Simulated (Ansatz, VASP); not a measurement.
**One calculation of Ba, two programs**

The input INCAR:

```
SYSTEM = Ba
PREC = Accurate ; ENCUT = 500
EDIFF = 1E-6 ; ISMEAR = 0
SIGMA = 0.05 ; LREAL = .FALSE.
LASPH = .TRUE. ; NELM = 120
ALGO = Normal ; ISIF = 2
LWAVE = .FALSE. ; LCHARG = .FALSE.
NBANDS = 11 ; GGA_COMPAT = .FALSE.
```

KPOINTS

```
regular mesh
0
G
  7 7 7
  0 0 0
```

POSCAR

```
Ba
1.0
    0.0000000000      3.2326650050      3.2326650050
    3.2326650050      0.0000000000      3.2326650050
    3.2326650050      3.2326650050      0.0000000000
Ba
1
Direct
    0.0000000000      0.0000000000      0.0000000000
```

The input input.yaml:

```yaml
crystal:
  lattice: { a: 6.46533001, b: 6.46533001, c: 6.46533001, alpha: 90.0, beta: 90.0, gamma: 90.0 }
  space_group: 225
  reduce_to_primitive: true
  atoms:
    - { symbol: Ba, wyckoff: "4a", position: [0.0, 0.0, 0.0] }
hamiltonian:
  xc: lda
  pseudopotentials: { kind: paw, accuracy: standard, xc_functional: pbe }
kpoints:
  mp_grid: { grid: [7, 7, 7] }
scf:
  occupations: { method: gaussian, width: 0.05 }
output:
  forces: true
  stress: true
  eigenvalues: true
  write_density: true
  write_potential: true
  elf: true
  volumetric_format: npy
```

Alike in both runs: task single point; functional LDA; k mesh 7 × 7 × 7; occupations gaussian, width 0.05 eV; no spin polarisation.

```csv
,VASP,Ansatz
version,VASP 6.6.1,Ansatz 0.2.0
potentials or method,"VASP PAW LDA potentials, release 64 (Ba_sv)",SSSP efficiency PAW
plane-wave cutoff (eV),500,408
valence electrons in the cell,10,10
```

```csv
,VASP,Ansatz,Ansatz less VASP
gap on the k mesh at the Fermi level (eV),none,none,-
pressure (GPa),-1.5,-1.5,-0.01
```

LDA's correlation is that of Perdew and Zunger in VASP and of Perdew and Wang (1992) in Ansatz. A gap of «none» marks a metal or a gap that the smearing closes.

Spin-orbit coupling is off throughout.
